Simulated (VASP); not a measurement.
# TiAl (P-6m2) in VASP: further runs, part 3 of 3

VASP 6.6.1.

## 4. Single point, PBEsol

This run uses another cell than the first one, of 16.54 Å³/atom.

Input file INCAR:

```
SYSTEM = TiAl
PREC = Accurate
ENCUT = 520
EDIFF = 1E-6
ISMEAR = 0
SIGMA = 0.15
LREAL = .False.
LASPH = .True.
NELM = 100
ALGO = Fast
ISIF = 2
LWAVE = .False.
LCHARG = .True.
GGA = PS
LELF = .True.
LVHAR = .True.
NBANDS = 14
```

Input file KPOINTS:

```
Automatic mesh
0
Gamma
  18 18 10
  0 0 0
```

Input file POSCAR:

```
TiAl
1.0
    2.8760000000      0.0000000000      0.0000000000
   -1.4380000000      2.4906890613      0.0000000000
    0.0000000000      0.0000000000      4.6191923846
Ti Al
1 1
Direct
    0.0000000000      0.0000000000      0.0000000000
    0.3333333333      0.6666666667      0.5000000000
```

Potentials or basis: VASP PAW PBE potentials, release 64 (Ti_sv, Al).

Run with:

```
> cat potpaw_PBE.64/Ti_sv/POTCAR potpaw_PBE.64/Al/POTCAR > POTCAR
> mpirun -np 1 vasp_std > vasp.out
```

OUTCAR:

```text
SYSTEM = TiAl
   PREC = Accurate
   ENCUT = 520
   EDIFF = 1E-6
   ISMEAR = 0
   LREAL = .False.
   LASPH = .True.
   NELM = 100
   ISIF = 2
   GGA = PS

 ion  position               nearest neighbor table
   1  0.000  0.000  0.000-   2 2.84   2 2.84   2 2.84   2 2.84   2 2.84   2 2.84
   2  0.333  0.667  0.500-   1 2.84   1 2.84   1 2.84   1 2.84   1 2.84   1 2.84

  LATTYP: Found a hexagonal cell.
 ALAT       =     2.8760000000
 C/A-ratio  =     1.6061169627

  Lattice vectors:

 A1 = (   2.8760000000,   0.0000000000,   0.0000000000)
 A2 = (  -1.4380000000,   2.4906890613,   0.0000000000)
 A3 = (   0.0000000000,   0.0000000000,   4.6191923846)

Analysis of symmetry for initial positions (statically):
=====================================================================
 Subroutine PRICEL returns:
 Original cell was already a primitive cell.

 Routine SETGRP: Setting up the symmetry group for a
 hexagonal supercell.

 Subroutine GETGRP returns: Found 12 space group operations
 (whereof 12 operations were pure point group operations)
 out of a pool of 24 trial point group operations.

The static configuration has the point symmetry D_3h.

Analysis of symmetry for dynamics (positions and initial velocities):
=====================================================================
 Subroutine PRICEL returns:
 Original cell was already a primitive cell.

 Routine SETGRP: Setting up the symmetry group for a
 hexagonal supercell.

 Subroutine GETGRP returns: Found 12 space group operations
 (whereof 12 operations were pure point group operations)
 out of a pool of 24 trial point group operations.

The dynamic configuration has the point symmetry D_3h.

 Subroutine INISYM returns: Found 12 space group operations
 (whereof 12 operations are pure point group operations),
 and found     1 'primitive' translations

----------------------------------------------------------------------------------------

                                     Primitive cell

  volume of cell :      33.0883

  direct lattice vectors                    reciprocal lattice vectors
     2.876000000  0.000000000  0.000000000     0.347705146  0.200747660  0.000000000
    -1.438000000  2.490689061  0.000000000     0.000000000  0.401495319  0.000000000
     0.000000000  0.000000000  4.619192385     0.000000000  0.000000000  0.216488060

  length of vectors
     2.876000000  2.876000000  4.619192385     0.401495319  0.401495319  0.216488060

  position of ions in fractional coordinates (direct lattice)
     0.000000000  0.000000000  0.000000000
     0.333333333  0.666666667  0.500000000

  ion indices of the primitive-cell ions
   primitive index   ion index
                 1           1
                 2           2

----------------------------------------------------------------------------------------

 KPOINTS: Automatic mesh

Automatic generation of k-mesh.
 Grid dimensions read from file:
 generate k-points for:   18   18   10

 Generating k-lattice:

  Cartesian coordinates                     Fractional coordinates (reciprocal lattice)
     0.019316953  0.011152648  0.000000000     0.055555556  0.000000000  0.000000000
     0.000000000  0.022305296  0.000000000     0.000000000  0.055555556  0.000000000
     0.000000000  0.000000000  0.021648806     0.000000000  0.000000000  0.100000000

  Length of vectors
     0.022305296  0.022305296  0.021648806

[... 40 lines left out ...]
   ions per type =               1   1
   NGX,Y,Z   is equivalent  to a cutoff of  13.87, 13.87, 12.96 a.u.
   NGXF,Y,Z  is equivalent  to a cutoff of  27.75, 27.75, 25.91 a.u.
 SYSTEM =  TiAl
   PREC   = accura    normal or accurate (medium, high low for compatibility)
   ISTART =      0    job   : 0-new  1-cont  2-samecut
   ICHARG =      2    charge: 1-file 2-atom 10-const
   ISPIN  =      1    spin polarized calculation?
   LNONCOLLINEAR =      F non collinear calculations
   LSORBIT =      F    spin-orbit coupling
   LASPH  =      T    aspherical Exc in radial PAW
   ENCUT  =  520.0 eV  38.22 Ry    6.18 a.u.   5.35  5.35  8.59*2*pi/ulx,y,z
   NELM   =    100;   NELMIN=  2; NELMDL= -5     # of ELM steps
   EDIFF  = 0.1E-05   stopping-criterion for ELM
   LREAL  =      F    real-space projection
   EDIFFG = 0.1E-04   stopping-criterion for IOM
   NSW    =      0    number of steps for IOM
   IBRION =     -1    ionic relax: 0-MD 1-quasi-New 2-CG
   NFREE  =      0    steps in history (QN), initial steepest desc. (CG)
   ISIF   =      2    stress and relaxation
   ISYM   =      2    0-nonsym 1-usesym 2-fastsym
   POTIM  = 0.5000    time-step for ionic-motion
   TEBEG  =    0.0;   TEEND  =   0.0 temperature during run
   PSTRESS=    0.0 pullay stress
   NELECT =      15.0000    total number of electrons
   NUPDOWN=      -1.0000    fix difference up-down
   EMIN   =  10.00;   EMAX   =-10.00  energy-range for DOS
   EFERMI =   0.00;   METHOD = LEGACY
   ISMEAR =     0;   SIGMA  =   0.15  broadening in eV -4-tet -1-fermi 0-gaus
   EFERMI_NEDOS =   21; number of points for ismear=-14 and -15
   IALGO  =     68    algorithm
   IMIX   =      4    mixing-type and parameters
     AMIX     =   0.40;   BMIX     =  1.00
     AMIX_MAG =   1.60;   BMIX_MAG =  1.00
  volume/ion in A,a.u.               =      16.54       111.65
  Fermi-wavevector in a.u.,A,eV,Ry     =   1.257613  2.376544 21.518853  1.581591
  Thomas-Fermi vector in A             =   2.391264
   LORBIT       =      0    0 simple, 1 ext, 2 COOP (PROOUT), +10 PAW based schemes
   GGA     = PS    functional components
   LHFCALC =     F    Hartree Fock is set to
   AEXX    =    0.0000 exact exchange contribution
   IVDW    =     0    specifies the selected vdW correction
   LEPSILON=     F    determine dielectric tensor
   LRPA    =     F    only Hartree local field effects (RPA)
 non-spin polarized calculation
 RMM-DIIS sequential band-by-band and
 Gauss-broadening in eV      SIGMA  =   0.15
  energy-cutoff  :      520.00
  volume of cell :       33.09
 maximum number of plane-waves:       911
 NGX is ok and might be reduce to    24
   NGX = 11   NGY = 11   NGZ = 17

 number of electron      15.0000003 magnetization

 Free energy of the ion-electron system (eV)
  ---------------------------------------------------
  ext. energy  EPLUGINS =         0.00000000
  ---------------------------------------------------
  free energy    TOTEN  =       -12.94288946 eV

  energy without entropy =      -12.91417592  energy(sigma->0) =      -12.92853269

 E-fermi :   7.8262     XC(G=0): -11.0615

 val. band max:        7.8257416045   @ k =   0.3333   0.3333   0.3000
 cond. band min:       7.8289845440   @ k =   0.3333   0.3333   0.4000
 fundamental gap:      0.0032429394
 Fermi energy:         7.8262487983

 k-point     1 :       0.0000    0.0000    0.0000
  band No.  band energies     occupation
      1     -48.4549      2.00000
      2     -24.8794      2.00000
      3     -24.4624      2.00000
      4     -24.4624      2.00000
      5      -1.0889      2.00000
      6       5.5801      2.00000
      7       6.1295      2.00000
      8       9.1013      0.00000
      9       9.1013      0.00000
     10      10.5616      0.00000
     11      10.5616      0.00000
     12      11.9394      0.00000
     13      20.5973      0.00000
     14      20.5973      0.00000
[... 377 lines left out ...]
      1     -48.3614      2.00000
      2     -24.9936      2.00000
      3     -24.7864      2.00000
      4     -24.6311      2.00000
      5       3.5927      2.00000
      6       5.8380      2.00000
      7       6.4263      2.00000
      8       7.0666      2.00000
      9       9.3885      0.00000
     10      10.9356      0.00000
     11      11.9195      0.00000
     12      12.5466      0.00000
     13      13.3755      0.00000
     14      14.3434      0.00000

 [... further k-points ...]

------------------------ aborting loop because EDIFF is reached ----------------------------------------

  FORCE on cell =-STRESS in cart. coord.  units (eV):
  Direction    XX          YY          ZZ          XY          YZ          ZX
  --------------------------------------------------------------------------------------
  -------------------------------------------------------------------------------------
  Total       -0.4749288     -0.4749288     -0.2714124      0.0000000      0.0000000      0.0000000
  in kB      -22.9966545    -22.9966545    -13.1421314      0.0000000      0.0000000      0.0000000
  external PRESSURE =     -19.7118134 kB  Pullay stress =       0.0000000 kB

 VOLUME and BASIS-vectors are now :
 -----------------------------------------------------------------------------
  energy-cutoff  :      520.00
  volume of cell :       33.09
      direct lattice vectors                 reciprocal lattice vectors
     2.876000000  0.000000000  0.000000000     0.347705146  0.200747660  0.000000000
    -1.438000000  2.490689061  0.000000000     0.000000000  0.401495319  0.000000000
     0.000000000  0.000000000  4.619192385     0.000000000  0.000000000  0.216488060

 POSITION                                       TOTAL-FORCE (eV/Angst)
 -----------------------------------------------------------------------------------
      0.00000      0.00000      0.00000         0.000000      0.000000      0.000000
     -0.00000      1.66046      2.30960        -0.000000      0.000000      0.000000
 -----------------------------------------------------------------------------------
    total drift:                                0.000000     -0.000000      0.000000

  FREE ENERGIE OF THE ION-ELECTRON SYSTEM (eV)
  ---------------------------------------------------
  free  energy   TOTEN  =       -12.9428894562 eV

  energy  without entropy=      -12.9141759185  energy(sigma->0) =      -12.92853269
```

stdout:

```text
POSCAR found type information on POSCAR TiAl
 POSCAR found :  2 types and       2 ions
 scaLAPACK will be used
 -----------------------------------------------------------------------------
|                                                                             |
|                                                                             |
|     You enforced a specific xc type in the INCAR file but a different       |
|     I HOPE YOU KNOW WHAT YOU ARE DOING!                                     |
|                                                                             |
 -----------------------------------------------------------------------------

 LDA part: xc-table for (Slater+PW92), standard interpolation
 POSCAR, INCAR and KPOINTS ok, starting setup
 FFT: planning ... GRIDC
 FFT: planning ... GRID_SOFT
 FFT: planning ... GRID
 WAVECAR not read
 entering main loop
WARNING in EDDRMM: call to ZHEGV failed, returncode =   8  4     14
WARNING in EDDRMM: call to ZHEGV failed, returncode =   6  3     13
WARNING in EDDRMM: call to ZHEGV failed, returncode =   8  4     13
WARNING in EDDRMM: call to ZHEGV failed, returncode =   6  3      8
WARNING in EDDRMM: call to ZHEGV failed, returncode =   6  3      5
WARNING in EDDRMM: call to ZHEGV failed, returncode =   6  3     10
WARNING in EDDRMM: call to ZHEGV failed, returncode =   6  3     12
```

Run time: 85 s. Hardware: 1 thread of Intel Xeon 6975P-C (Granite Rapids), shared host; peak memory 0.23 GiB.

What came out:

```yaml
Free_energy: -12.9429 eV
Pressure: -2.0 GPa
Band_gap_on_the_k_mesh: zero (an odd number of electrons rules out a gap without spin polarisation)
```

Stress tensor (GPa, compression positive):
```
-2.30  0.00  0.00
 0.00 -2.30  0.00
 0.00  0.00 -1.31
```

Levels at points of the mesh, in eV from the Fermi level:
```
           k point  band 5  band 6  band 7  band 8  band 9  band 10
(0.00, 0.00, 0.00)   -8.92   -2.25   -1.70    1.28    1.28     2.74
(0.50, 0.00, 0.00)   -3.73   -2.84   -1.53   -0.97    2.07     3.94
(0.00, 0.00, 0.50)   -7.97   -5.26   -0.35    1.29    1.29     2.65
(0.50, 0.00, 0.50)   -3.68   -2.38   -1.83    0.52    0.98     1.85
```

Caveat: the PAW data sets were made with another functional, which shifts forces and pressure a little.

## 5. Single point, PBEsol

This run uses another cell than the first one, of 16.63 Å³/atom.

Input file INCAR:

```
SYSTEM = TiAl
ALGO = Normal
EDIFF = 1E-6
ENCUT = 520
GGA = PS
ISIF = 2
ISMEAR = 0
LASPH = .True.
LCHARG = .True.
LELF = .True.
LREAL = .False.
LVHAR = .True.
LWAVE = .False.
NBANDS = 14
NELM = 100
PREC = Accurate
SIGMA = 0.15
```

Input file KPOINTS:

```
k-points
0
Gamma
  18 18 10
  0 0 0
```

Input file POSCAR:

```
TiAl
1.0
    2.9425000000      0.0000000000      0.0000000000
   -1.4712500000      2.5482797506      0.0000000000
    0.0000000000      0.0000000000      4.4344000000
Ti Al
1 1
Direct
    0.0000000000      0.0000000000      0.0000000000
    0.3333333333      0.6666666667      0.5000000000
```

Potentials or basis: VASP PAW PBE potentials, release 64 (Ti_sv, Al).

Run with:

```
> cat potpaw_PBE.64/Ti_sv/POTCAR potpaw_PBE.64/Al/POTCAR > POTCAR
> mpirun -np 1 vasp_std > vasp.out
```

OUTCAR:

```text
SYSTEM = TiAl
   EDIFF = 1E-6
   ENCUT = 520
   GGA = PS
   ISIF = 2
   ISMEAR = 0
   LASPH = .True.
   LREAL = .False.
   NELM = 100
   PREC = Accurate

 ion  position               nearest neighbor table
   1  0.000  0.000  0.000-   2 2.79   2 2.79   2 2.79   2 2.79   2 2.79   2 2.79
   2  0.333  0.667  0.500-   1 2.79   1 2.79   1 2.79   1 2.79   1 2.79   1 2.79

  LATTYP: Found a hexagonal cell.
 ALAT       =     2.9425000000
 C/A-ratio  =     1.5070178420

  Lattice vectors:

 A1 = (   2.9425000000,   0.0000000000,   0.0000000000)
 A2 = (  -1.4712500000,   2.5482797506,   0.0000000000)
 A3 = (   0.0000000000,   0.0000000000,   4.4344000000)

Analysis of symmetry for initial positions (statically):
=====================================================================
 Subroutine PRICEL returns:
 Original cell was already a primitive cell.

 Routine SETGRP: Setting up the symmetry group for a
 hexagonal supercell.

 Subroutine GETGRP returns: Found 12 space group operations
 (whereof 12 operations were pure point group operations)
 out of a pool of 24 trial point group operations.

The static configuration has the point symmetry D_3h.

[... 175 lines left out ...]
      6       5.7323      2.00000
      7       6.5844      2.00000
      8       8.9373      0.00000
      9       8.9373      0.00000
     10      10.2534      0.00000
     11      10.2534      0.00000
     12      12.5669      0.00000
     13      19.7806      0.00000
     14      19.7806      0.00000
[... 377 lines left out ...]
      1     -48.5151      2.00000
      2     -25.0833      2.00000
      3     -24.9430      2.00000
      4     -24.7895      2.00000
      5       3.4365      2.00000
      6       5.5747      2.00000
      7       6.4237      2.00000
      8       7.0049      2.00000
      9       9.1744      0.00000
     10      10.8175      0.00000
     11      11.8308      0.00000
     12      12.7432      0.00000
     13      13.1514      0.00000
     14      14.2881      0.00000

 [... further k-points ...]

------------------------ aborting loop because EDIFF is reached ----------------------------------------

  FORCE on cell =-STRESS in cart. coord.  units (eV):
  Direction    XX          YY          ZZ          XY          YZ          ZX
  --------------------------------------------------------------------------------------
  -------------------------------------------------------------------------------------
  Total       -0.8734622     -0.8734622      0.8974404      0.0000000     -0.0000000      0.0000000
  in kB      -42.0878024    -42.0878024     43.2431948      0.0000000     -0.0000000      0.0000000
  external PRESSURE =     -13.6441367 kB  Pullay stress =       0.0000000 kB

 VOLUME and BASIS-vectors are now :
 -----------------------------------------------------------------------------
  energy-cutoff  :      520.00
  volume of cell :       33.25
      direct lattice vectors                 reciprocal lattice vectors
     2.942500000  0.000000000  0.000000000     0.339847069  0.196210797  0.000000000
    -1.471250000  2.548279751  0.000000000     0.000000000  0.392421593  0.000000000
     0.000000000  0.000000000  4.434400000     0.000000000  0.000000000  0.225509652

 POSITION                                       TOTAL-FORCE (eV/Angst)
 -----------------------------------------------------------------------------------
      0.00000      0.00000      0.00000        -0.000000      0.000000      0.000000
     -0.00000      1.69885      2.21720         0.000000     -0.000000      0.000000
 -----------------------------------------------------------------------------------
    total drift:                                0.000000     -0.000000      0.000000

  FREE ENERGIE OF THE ION-ELECTRON SYSTEM (eV)
  ---------------------------------------------------
  free  energy   TOTEN  =       -12.8980137767 eV

  energy  without entropy=      -12.8665999142  energy(sigma->0) =      -12.88230685
```

OSZICAR:

```text
N       E                     dE             d eps       ncg     rms          rms(c)
DAV:   1     0.982071699444E+02    0.98207E+02   -0.70659E+03  6228   0.108E+03
DAV:   2    -0.885057105743E+01   -0.10706E+03   -0.10300E+03  6396   0.299E+02
DAV:   3    -0.145215070665E+02   -0.56709E+01   -0.55520E+01  9508   0.657E+01
DAV:   4    -0.146894020126E+02   -0.16789E+00   -0.16767E+00  7024   0.100E+01
DAV:   5    -0.146954129872E+02   -0.60110E-02   -0.60105E-02  9272   0.179E+00    0.973E+00
DAV:   6    -0.131609556666E+02    0.15345E+01   -0.68330E+00  6956   0.318E+01    0.361E+00
DAV:   7    -0.129300087635E+02    0.23095E+00   -0.74693E-01  6738   0.100E+01    0.192E+00
DAV:   8    -0.129050766183E+02    0.24932E-01   -0.17330E-01  7182   0.467E+00    0.886E-01
DAV:   9    -0.129033026851E+02    0.17739E-02   -0.73219E-02  6710   0.380E+00    0.553E-01
DAV:  10    -0.128980491845E+02    0.52535E-02   -0.10385E-02  6714   0.132E+00    0.104E-01
DAV:  11    -0.128980425651E+02    0.66194E-05   -0.18401E-03  8290   0.440E-01    0.742E-02
DAV:  12    -0.128980284993E+02    0.14066E-04   -0.77578E-05  6602   0.924E-02    0.452E-02
DAV:  13    -0.128980167465E+02    0.11753E-04   -0.13908E-05  7560   0.448E-02    0.228E-02
DAV:  14    -0.128980142152E+02    0.25313E-05   -0.81008E-06  7050   0.297E-02    0.493E-03
DAV:  15    -0.128980137767E+02    0.43845E-06   -0.47672E-07  3720   0.686E-03
   1 F= -.12898014E+02 E0= -.12882307E+02  d E =-.314139E-01
```

It took 37 s on 1 thread of Intel Xeon 6975P-C (Granite Rapids), shared host; peak memory 0.24 GiB.

Results:

| Item | Value |
| --- | --- |
| Free energy | -12.8980 eV |
| Pressure | -1.4 GPa |
| Band gap on the k mesh | zero (an odd number of electrons rules out a gap without spin polarisation) |

Stress tensor (GPa, compression positive):
```
-4.21  0.00  0.00
 0.00 -4.21  0.00
 0.00  0.00  4.32
```

Caveat: the stress differs along the axes, from -4 to 4 GPa; the PAW data sets were made with another functional, which shifts forces and pressure a little.

## 6. Overview

```tsv
cell	gap on the mesh (eV)	pressure (GPa)
a = 2.905, b = 2.905, c = 4.496 Å, angles 90.0, 90.0, 120.0°, 2 atoms	none	-0.6
a = 2.791, b = 2.791, c = 4.865 Å, angles 90.0, 90.0, 120.0°, 2 atoms	none	-1.6
a = 2.876, b = 2.876, c = 4.619 Å, angles 90.0, 90.0, 120.0°, 2 atoms	none	-2.0
a = 2.942, b = 2.942, c = 4.434 Å, angles 90.0, 90.0, 120.0°, 2 atoms	none	-1.4
```

Alike in all rows: task single point; level PBEsol; potentials or basis VASP PAW PBE potentials, release 64 (Ti_sv, Al); no spin polarisation; k mesh 18 × 18 × 10; cutoff (eV) 520; smearing gaussian 0.15 eV.

Caveats: the PAW data sets were made with another functional, which shifts forces and pressure a little; the stress differs along the axes, from -3 to 3 GPa (at least some runs); the stress differs along the axes, from -10 to 2 GPa (at least some runs); the stress differs along the axes, from -4 to 4 GPa (at least some runs).

Absolute energies hang on the potentials; compare differences alone.
